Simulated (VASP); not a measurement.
# SrCo2P2 (I4/mmm) in VASP: a series of runs

SrCo2P2 is run at these levels: LDA; tasks: relaxation of cell and atoms, single point.

Everything below comes from runs of VASP 6.6.1. Logs are shortened: lines on timing, memory, paths and dates and some standing lists are left out, and cuts for length are marked.

### Step 1. The cell of the first run

The structure is tetragonal, space group I4/mmm (No. 139). The conventional cell has a = 3.818 Å, b = 3.818 Å, c = 9.690 Å, α = 90.00°, β = 90.00°, γ = 90.00°. Within 3.9 Å of Sr (site symmetry 4/mmm) lie 10 P at 2.99 to 3.57 Å and 8 Co at 3.08 Å and 4 Sr at 3.82 Å. Within 2.9 Å of Co (site symmetry -4m2) lie 4 P at 2.23 Å and 4 Co at 2.70 Å. Within 3.0 Å of P (site symmetry 4mm) lie 4 Co at 2.23 Å and 1 P at 2.56 Å and 4 Sr at 2.99 Å.

### Step 2. Relaxation of cell and atoms, LDA, target pressure 12.8 GPa, at which the enthalpy is minimised

The input, INCAR:

```
SYSTEM = SrCo2P2
ALGO = Normal
EDIFF = 1E-6
EDIFFG = -0.01
ENCUT = 600
GGA = CA
IBRION = 2
ISIF = 3
ISMEAR = 0
LASPH = .True.
LCHARG = .False.
LREAL = .False.
LWAVE = .False.
NELM = 100
NSW = 80
PREC = Accurate
PSTRESS = 128.0
SIGMA = 0.05
```

The input, KPOINTS:

```
k-points
0
Gamma
  12 12 12
  0 0 0
```

The input, POSCAR:

```
SrCo2P2
1.0
   -1.9090000000      1.9090000000      4.8450000000
    1.9090000000     -1.9090000000      4.8450000000
    1.9090000000      1.9090000000     -4.8450000000
Sr Co P
1 2 2
Direct
    0.0000000000      0.0000000000      0.0000000000
    0.7500000000      0.2500000000      0.5000000000
    0.2500000000      0.7500000000      0.5000000000
    0.3680000000      0.3680000000      0.0000000000
    0.6320000000      0.6320000000      0.0000000000
```

Potentials or basis: VASP PAW LDA potentials, release 64 (Sr_sv, Co, P).

Command:

```bash
$ cat potpaw_LDA.64/Sr_sv/POTCAR potpaw_LDA.64/Co/POTCAR potpaw_LDA.64/P/POTCAR > POTCAR
$ mpirun -np 1 vasp_std > vasp.out
```

OUTCAR:

```text
SYSTEM = SrCo2P2
   EDIFF = 1E-6
   EDIFFG = -0.01
   ENCUT = 600
   GGA = CA
   IBRION = 2
   ISIF = 3
   ISMEAR = 0
   LASPH = .True.
   LREAL = .False.
   NELM = 100
   NSW = 80
   PREC = Accurate
   PSTRESS = 128.0

 ion  position               nearest neighbor table
   1  0.000  0.000  0.000-   5 2.99   5 2.99   5 2.99   4 2.99   5 2.99   4 2.99   4 2.99   4 2.99
                             2 3.08   3 3.08   2 3.08   3 3.08   2 3.08   2 3.08   3 3.08   3 3.08
   2  0.750  0.250  0.500-   4 2.23   5 2.23   4 2.23   5 2.23   3 2.70   3 2.70   3 2.70   3 2.70
                             1 3.08   1 3.08   1 3.08   1 3.08
   3  0.250  0.750  0.500-   4 2.23   5 2.23   4 2.23   5 2.23   2 2.70   2 2.70   2 2.70   2 2.70
                             1 3.08   1 3.08   1 3.08   1 3.08
   4  0.368  0.368  0.000-   2 2.23   3 2.23   3 2.23   2 2.23   5 2.56   1 2.99   1 2.99   1 2.99
                             1 2.99   1 3.57
   5  0.632  0.632  0.000-   3 2.23   2 2.23   2 2.23   3 2.23   4 2.56   1 2.99   1 2.99   1 2.99
                             1 2.99   1 3.57

  LATTYP: Found a body centered tetragonal cell.
 ALAT       =     3.8180000000
 C/A-ratio  =     2.5379779990

  Lattice vectors:

 A1 = (  -1.9090000000,   1.9090000000,   4.8450000000)
 A2 = (   1.9090000000,  -1.9090000000,   4.8450000000)
 A3 = (   1.9090000000,   1.9090000000,  -4.8450000000)

Analysis of symmetry for initial positions (statically):
=====================================================================
 Subroutine PRICEL returns:
 Original cell was already a primitive cell.

 Routine SETGRP: Setting up the symmetry group for a
 body centered tetragonal supercell.

 Subroutine GETGRP returns: Found 16 space group operations
 (whereof 16 operations were pure point group operations)
 out of a pool of 16 trial point group operations.

The static configuration has the point symmetry D_4h.

Analysis of symmetry for dynamics (positions and initial velocities):
=====================================================================
 Subroutine PRICEL returns:
 Original cell was already a primitive cell.

 Routine SETGRP: Setting up the symmetry group for a
 body centered tetragonal supercell.

 Subroutine GETGRP returns: Found 16 space group operations
 (whereof 16 operations were pure point group operations)
 out of a pool of 16 trial point group operations.

The dynamic configuration has the point symmetry D_4h.

 Subroutine INISYM returns: Found 16 space group operations
 (whereof 16 operations are pure point group operations),
 and found     1 'primitive' translations

----------------------------------------------------------------------------------------

                                     Primitive cell

  volume of cell :      70.6262

  direct lattice vectors                    reciprocal lattice vectors
    -1.909000000  1.909000000  4.845000000     0.000000000  0.261917234  0.103199174
     1.909000000 -1.909000000  4.845000000     0.261917234  0.000000000  0.103199174
     1.909000000  1.909000000 -4.845000000     0.261917234  0.261917234  0.000000000

  length of vectors
     5.546403069  5.546403069  5.546403069     0.281515021  0.281515021  0.370406905

  position of ions in fractional coordinates (direct lattice)
     0.000000000  0.000000000  0.000000000
     0.750000000  0.250000000  0.500000000
     0.250000000  0.750000000  0.500000000
     0.368000000  0.368000000  0.000000000
     0.632000000  0.632000000  0.000000000

  ion indices of the primitive-cell ions
   primitive index   ion index
                 1           1
                 2           2
                 3           3
                 4           4
                 5           5

----------------------------------------------------------------------------------------

 KPOINTS: k-points

Automatic generation of k-mesh.
 Grid dimensions read from file:
 generate k-points for:   12   12   12

 Generating k-lattice:

  Cartesian coordinates                     Fractional coordinates (reciprocal lattice)
     0.000000000  0.021826436  0.008599931     0.083333333  0.000000000  0.000000000
     0.021826436  0.000000000  0.008599931     0.000000000  0.083333333  0.000000000
     0.021826436  0.021826436  0.000000000     0.000000000  0.000000000  0.083333333

  Length of vectors
     0.023459585  0.023459585  0.030867242

  Shift w.r.t. Gamma in fractional coordinates (k-lattice)
     0.000000000  0.000000000  0.000000000

 Subroutine IBZKPT returns following result:
 ===========================================

 Found    163 irreducible k-points:

 Following reciprocal coordinates:
            Coordinates               Weight
  0.000000  0.000000  0.000000      1.000000
  0.083333  0.000000 -0.000000      8.000000
  0.166667 -0.000000  0.000000      8.000000
  0.250000 -0.000000  0.000000      8.000000
  0.333333 -0.000000  0.000000      8.000000
  0.416667 -0.000000  0.000000      8.000000
[... 16 lines left out ...]
  0.500000  0.166667  0.000000     16.000000
 -0.416667  0.166667 -0.000000     16.000000
 [... further k-points ...]
   k-points           NKPTS =    163   k-points in BZ     NKDIM =    163   number of bands    NBANDS=     23
   number of dos      NEDOS =    301   number of ions     NIONS =      5
   total plane-waves  NPLWV = 110592
   dimension x,y,z NGX =    48 NGY =   48 NGZ =   48
   dimension x,y,z NGXF=    96 NGYF=   96 NGZF=   96
   ions per type =               1   2   2
   NGX,Y,Z   is equivalent  to a cutoff of  14.39, 14.39, 14.39 a.u.
   NGXF,Y,Z  is equivalent  to a cutoff of  28.77, 28.77, 28.77 a.u.
 SYSTEM =  SrCo2P2
   PREC   = accura    normal or accurate (medium, high low for compatibility)
   ISTART =      0    job   : 0-new  1-cont  2-samecut
   ICHARG =      2    charge: 1-file 2-atom 10-const
   ISPIN  =      1    spin polarized calculation?
   LNONCOLLINEAR =      F non collinear calculations
   LSORBIT =      F    spin-orbit coupling
   LASPH  =      T    aspherical Exc in radial PAW
   ENCUT  =  600.0 eV  44.10 Ry    6.64 a.u.  11.08 11.08 11.08*2*pi/ulx,y,z
   NELM   =    100;   NELMIN=  2; NELMDL= -5     # of ELM steps
   EDIFF  = 0.1E-05   stopping-criterion for ELM
   LREAL  =      F    real-space projection
   EDIFFG = -.1E-01   stopping-criterion for IOM
   NSW    =     80    number of steps for IOM
   IBRION =      2    ionic relax: 0-MD 1-quasi-New 2-CG
   NFREE  =      1    steps in history (QN), initial steepest desc. (CG)
   ISIF   =      3    stress and relaxation
   ISYM   =      2    0-nonsym 1-usesym 2-fastsym
   POTIM  = 0.5000    time-step for ionic-motion
   TEBEG  =    0.0;   TEEND  =   0.0 temperature during run
   PSTRESS=  128.0 pullay stress
   NELECT =      38.0000    total number of electrons
   NUPDOWN=      -1.0000    fix difference up-down
   EMIN   =  10.00;   EMAX   =-10.00  energy-range for DOS
   EFERMI =   0.00;   METHOD = LEGACY
   ISMEAR =     0;   SIGMA  =   0.05  broadening in eV -4-tet -1-fermi 0-gaus
   EFERMI_NEDOS =   21; number of points for ismear=-14 and -15
   IALGO  =     38    algorithm
   IMIX   =      4    mixing-type and parameters
     AMIX     =   0.40;   BMIX     =  1.00
     AMIX_MAG =   1.60;   BMIX_MAG =  1.00
  volume/ion in A,a.u.               =      14.13        95.32
  Fermi-wavevector in a.u.,A,eV,Ry     =   1.331519  2.516207 24.122365  1.772944
  Thomas-Fermi vector in A             =   2.460524
   LORBIT       =      0    0 simple, 1 ext, 2 COOP (PROOUT), +10 PAW based schemes
   GGA     = CA    functional components
   LHFCALC =     F    Hartree Fock is set to
   AEXX    =    0.0000 exact exchange contribution
   IVDW    =     0    specifies the selected vdW correction
   LEPSILON=     F    determine dielectric tensor
   LRPA    =     F    only Hartree local field effects (RPA)
 conjugate gradient relaxation of ions
 non-spin polarized calculation
 Gauss-broadening in eV      SIGMA  =   0.05
  energy-cutoff  :      600.00
  volume of cell :       70.63
 maximum number of plane-waves:      2380
 NGX is ok and might be reduce to    48
   NGX = 23   NGY = 23   NGZ = 23

--------------------------------------- Ionic step        1  -------------------------------------------

 number of electron      38.0000000 magnetization

 Free energy of the ion-electron system (eV)
  ---------------------------------------------------
  ext. energy  EPLUGINS =         0.00000000
  ---------------------------------------------------
  free energy    TOTEN  =       -34.72164658 eV

  energy without entropy =      -34.71035944  energy(sigma->0) =      -34.71600301

------------------------ aborting loop because EDIFF is reached ----------------------------------------

  FORCE on cell =-STRESS in cart. coord.  units (eV):
  Direction    XX          YY          ZZ          XY          YZ          ZX
  --------------------------------------------------------------------------------------
  -------------------------------------------------------------------------------------
  Total        0.0973407      0.0973407      0.6419608      0.0000000      0.0000000      0.0000000
  in kB        2.2082050      2.2082050     14.5630868      0.0000000      0.0000000      0.0000000
  external PRESSURE =    -121.6735010 kB  Pullay stress =     128.0000000 kB
[... 28 lines left out ...]
--------------------------------------- Ionic step        2  -------------------------------------------

 number of electron      37.9999997 magnetization

 E-fermi :  10.6954     XC(G=0): -12.8795

 val. band max:       10.6950713080   @ k =   0.3333   0.0833   0.0000
 cond. band min:      10.6963488884   @ k =  -0.4167  -0.4167   0.2500
 fundamental gap:      0.0012775804
 Fermi energy:        10.6954001487

 k-point     1 :       0.0000    0.0000    0.0000
  band No.  band energies     occupation
      1     -23.0802      2.00000
      2      -5.8316      2.00000
      3      -5.3679      2.00000
      4      -5.3679      2.00000
      5      -3.6224      2.00000
      6       0.0792      2.00000
[... 613 lines left out ...]
     22      13.2270      0.00000
     23      15.3222      0.00000

 [... further k-points ...]
[... 5 lines left out ...]
  --------------------------------------------------------------------------------------
  -------------------------------------------------------------------------------------
  Total       15.1875431     15.1875431     13.8875335      0.0000000      0.0000000     -0.0000000
  in kB      404.0812247    404.0812247    369.4930449      0.0000000      0.0000000     -0.0000000
  external PRESSURE =     264.5518314 kB  Pullay stress =     128.0000000 kB
[... 192 lines left out ...]
--------------------------------------- Ionic step        7  -------------------------------------------

 number of electron      38.0000001 magnetization

 Free energy of the ion-electron system (eV)
  ---------------------------------------------------
  ext. energy  EPLUGINS =         0.00000000
  ---------------------------------------------------
  free energy    TOTEN  =       -34.56053581 eV

  energy without entropy =      -34.54957141  energy(sigma->0) =      -34.55505361

 E-fermi :   9.4412     XC(G=0): -12.3944

 val. band max:        9.4407759367   @ k =   0.1667   0.1667   0.1667
 cond. band min:       9.4429808153   @ k =   0.4167   0.3333   0.0000
 fundamental gap:      0.0022048786
 Fermi energy:         9.4412159226

 k-point     1 :       0.0000    0.0000    0.0000
  band No.  band energies     occupation
      1     -24.5056      2.00000
      2      -7.0662      2.00000
      3      -6.7675      2.00000
      4      -6.7675      2.00000
      5      -4.2866      2.00000
      6      -0.7970      2.00000
[... 613 lines left out ...]
     22      11.7018      0.00000
     23      13.7792      0.00000

 [... further k-points ...]
[... 5 lines left out ...]
  --------------------------------------------------------------------------------------
  -------------------------------------------------------------------------------------
  Total        5.3071869      5.3071869      5.2530411      0.0000000     -0.0000000      0.0000000
  in kB      128.2523521    128.2523521    126.9438752      0.0000000     -0.0000000      0.0000000
  external PRESSURE =      -0.1838068 kB  Pullay stress =     128.0000000 kB
[... 24 lines left out ...]
  energy  without entropy=      -34.5495714093  energy(sigma->0) =      -34.55505361

  enthalpy is  TOTEN    =       -29.2637914426 eV   P V=        5.2967443698

 reached required accuracy - stopping structural energy minimisation
```

It took 46 min on 1 thread of Intel Xeon Platinum 8375C at 2.90GHz (Ice Lake), shared host; peak memory 0.55 GiB.

What came out:

| Item | Value |
| --- | --- |
| Free energy | -34.5605 eV |
| Relaxed volume | 13.26 Å³/atom |
| Relaxed cell | a = 5.435 Å, b = 5.435 Å, c = 5.435 Å, α = 139.80°, β = 139.80°, γ = 58.16° |
| Space group after relaxing (to 0.1 Å) | I4/mmm (No. 139) |
| Energy change on relaxing (the run minimises the enthalpy) | +32.2 meV/atom |
| Ionic steps | 7 |
| Pressure after relaxing | 12.8 GPa |
| Band gap on the k mesh | zero (bands 19 and 20 overlap by 0.49 eV) |

Forces in eV/Å, atoms in the order of the input:
```
Sr   0.000  0.000  0.000
Co   0.000  0.000  0.000
Co   0.000  0.000  0.000
P    0.000  0.000 -0.002
P    0.000  0.000  0.002
```

Step by step:
| step | energy change (eV) | largest force (eV/Å) | pressure (GPa) | volume (Å³) |
| --- | --- | --- | --- | --- |
| 1 | 0.0000 | 0.7702 | 0.63 | 70.63 |
| 2 | 1.1403 | 1.5944 | 39.26 | 60.22 |
| 3 | 0.1525 | 0.0262 | 12.48 | 66.41 |
| 4 | 0.1591 | 0.0079 | 12.71 | 66.32 |
| 5 | 0.1659 | 0.0098 | 12.99 | 66.24 |
| 6 | 0.1552 | 0.0160 | 12.58 | 66.37 |
| 7 | 0.1611 | 0.0021 | 12.78 | 66.30 |

Final structure:
```
Sr Co P
1.0
    -1.86800    1.86800    4.75004
     1.86800   -1.86800    4.75004
     1.86800    1.86800   -4.75004
Sr Co P
1 2 2
Direct
  0.00000 0.00000 0.00000
  0.75000 0.25000 0.50000
  0.25000 0.75000 0.50000
  0.36657 0.36657 0.00000
  0.63343 0.63343 0.00000
```

Levels at points of the mesh, in eV from the Fermi level:
```
           k point  band 16  band 17  band 18  band 19  band 20  band 21  band 22  band 23
(0.00, 0.00, 0.00)    -1.24    -1.11    -1.11    -0.37     0.06     1.61     1.61     4.49
(0.50, 0.00, 0.00)    -2.20    -1.86    -1.39    -0.03     1.00     1.33     1.87     3.92
(0.50, 0.50, 0.00)    -1.60    -1.50    -1.48    -1.25    -0.06     0.01     0.64     5.08
(0.50, 0.50, 0.50)    -0.74    -0.74    -0.46    -0.37     1.37     1.63     2.94     2.94
```

Caveat: the cell is relaxed towards a set pressure, so the run minimises the enthalpy, not the energy; the run has no spin polarisation, though such a crystal can be magnetic. LDA usually gives volumes a few per cent too small.

### Step 3. Single point, LDA

This run uses another cell than the first one, of 13.21 Å³/atom.

The input, INCAR:

```
SYSTEM = SrCo2P2
ALGO = Normal ; EDIFF = 1E-7
ENCUT = 520 ; ISIF = 2
ISMEAR = 0 ; LASPH = .TRUE.
LCHARG = .FALSE. ; LREAL = .FALSE.
LWAVE = .FALSE. ; NBANDS = 27
NELM = 100 ; PREC = Accurate
SIGMA = 0.05
```

The input, KPOINTS:

```
k-points
0
G
  12 12 12
  0 0 0
```

The input, POSCAR:

```
SrCo2P2
1.0
   -1.8657895422      1.8657895422      4.7447037008
    1.8657895422     -1.8657895422      4.7447037008
    1.8657895422      1.8657895422     -4.7447037008
Sr Co P
1 2 2
Direct
    0.0000000000      0.0000000000      0.0000000000
    0.7500000000      0.2500000000      0.5000000000
    0.2500000000      0.7500000000      0.5000000000
    0.3669171535      0.3669171535      0.0000000000
    0.6330828465      0.6330828465      0.0000000000
```

Potentials or basis: VASP PAW LDA potentials, release 64 (Sr_sv, Co, P).

Command:

```bash
$ cat potpaw_LDA.64/Sr_sv/POTCAR potpaw_LDA.64/Co/POTCAR potpaw_LDA.64/P/POTCAR > POTCAR
$ mpirun -np 1 vasp_std > vasp.out
```

Run time: 3.5 min. Hardware: 1 thread of Intel Xeon 6975P-C (Granite Rapids), shared host; peak memory 0.42 GiB.

It converged, with:

* Free energy: -34.5399 eV
* Pressure: 13.4 GPa
* Largest force: 0.013 eV/Å
* Band gap on the k mesh: zero (bands 19 and 20 overlap by 0.48 eV)

Forces on the atoms (eV/Å):
```
Sr   0.000  0.000  0.000
Co   0.000  0.000  0.000
Co   0.000  0.000  0.000
P    0.000  0.000  0.013
P    0.000  0.000 -0.013
```

Stress tensor (GPa, compression positive):
```
13.46  0.00  0.00
 0.00 13.46  0.00
 0.00  0.00 13.17
```

Levels at points of the mesh, in eV from the Fermi level:
```csv
k point,band 17,band 18,band 19,band 20,band 21,band 22
"(0.00, 0.00, 0.00)",-1.11,-1.11,-0.37,0.05,1.61,1.61
"(0.50, 0.00, 0.00)",-1.87,-1.40,-0.04,1.00,1.34,1.88
"(0.50, 0.50, 0.00)",-1.50,-1.48,-1.25,-0.05,0.01,0.66
"(0.50, 0.50, 0.50)",-0.74,-0.49,-0.37,1.37,1.66,2.96
```

Caveat: the cell stands under pressure; the run has no spin polarisation, though such a crystal can be magnetic.
